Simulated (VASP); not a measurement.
**Ca2BeCl6: single point with PBE**

Ca2BeCl6:

```
Ca Be Cl
1.0
     0.00000    4.57025    4.57025
     4.57025    0.00000    4.57025
     4.57025    4.57025    0.00000
Ca Be Cl
2 1 6
Direct
  0.25000 0.25000 0.25000
  0.75000 0.75000 0.75000
  0.00000 0.00000 0.00000
  0.75664 0.24336 0.24336
  0.24336 0.75664 0.75664
  0.24336 0.75664 0.24336
  0.75664 0.24336 0.75664
  0.24336 0.24336 0.75664
  0.75664 0.75664 0.24336
```

| Property | Result |
| --- | --- |
| Program | VASP 6.6.1 |
| Task | single point |
| Functional | PBE |
| Potentials or basis | VASP PAW PBE potentials, release 64 (Ca_sv, Be, Cl) |
| Cutoff | 520 eV |
| k mesh | 4 × 4 × 4 |
| Occupations | gaussian, width 0.02 eV |
| Spin | no spin polarisation |

| Quantity | Value |
| --- | --- |
| Pressure | -0.1 GPa |
| Band gap on the k mesh | 3.61 eV, direct |

Levels at points of the mesh, in eV from the valence-band top:
| k point | band 29 | band 30 | band 31 | band 32 | band 33 | band 34 | band 35 | band 36 |
| --- | --- | --- | --- | --- | --- | --- | --- | --- |
| (0.00, 0.00, 0.00) | -0.17 | 0.00 | 0.00 | 0.00 | 3.61 | 3.74 | 3.74 | 4.29 |
| (0.50, 0.00, 0.00) | -0.43 | -0.43 | -0.17 | -0.17 | 4.47 | 4.52 | 4.52 | 4.55 |
| (0.50, 0.50, 0.00) | -0.70 | -0.70 | -0.20 | -0.09 | 4.56 | 4.68 | 4.79 | 4.80 |

Run time: 30 s on 1 thread of Intel(R) Xeon(R) 6975P-C (Granite Rapids), with other jobs on the host, peak memory 0.34 GiB.

A k mesh can miss the band edges. A hybrid or GW would open this gap; PBE tends to underestimate it.
